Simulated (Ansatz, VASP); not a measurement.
One calculation of GeSb4Te7, two programs

```
Ge Sb Te
1.0
     4.29280    0.00000    0.00000
    -2.14640    3.71767    0.00000
     0.00000    0.00000   24.71907
Ge Sb Te
1 4 7
Direct
  0.00000 0.00000 0.50000
  0.66667 0.33333 0.91939
  0.33333 0.66667 0.35032
  0.33333 0.66667 0.08061
  0.66667 0.33333 0.64968
  0.33333 0.66667 0.85072
  0.66667 0.33333 0.14928
  0.00000 0.00000 0.71808
  0.66667 0.33333 0.43179
  0.33333 0.66667 0.56821
  0.00000 0.00000 0.00000
  0.00000 0.00000 0.28192
```

Alike in both runs: functional r2SCAN; k mesh 9 × 9 × 2; occupations gaussian, width 0.02 eV; no spin polarisation.

Ansatz relaxed the structure, and its values are those at the end. VASP's run is a single point on that final structure, the one shown.

```csv
,VASP,Ansatz
version,VASP 6.6.1,Ansatz 0.2.0
potentials or method,"VASP PAW PBE potentials, release 64 (Ge_d, Sb, Te), cutoff 520 eV","scalar-relativistic, plane waves, PAW"
valence electrons in the cell,76,186
```

Ansatz gave:

- gap on the k mesh at the Fermi level (eV): 0.59
- least direct gap on the mesh (eV): 0.59
- pressure (GPa): 0.0
- rms of the force components (eV/Å): 0.001

**Question.** Estimate VASP's values.

**Answer.** gap on the k mesh at the Fermi level (eV): 0.58; least direct gap on the mesh (eV): 0.58; pressure (GPa): 0.0; rms of the force components (eV/Å): 0.011.

VASP's potentials were made for PBE, not for r2SCAN. VASP's potentials hold 76 valence electrons a cell and Ansatz's 186, so a difference there can come from the potentials and not from the codes.

Neither program's run includes spin-orbit coupling.
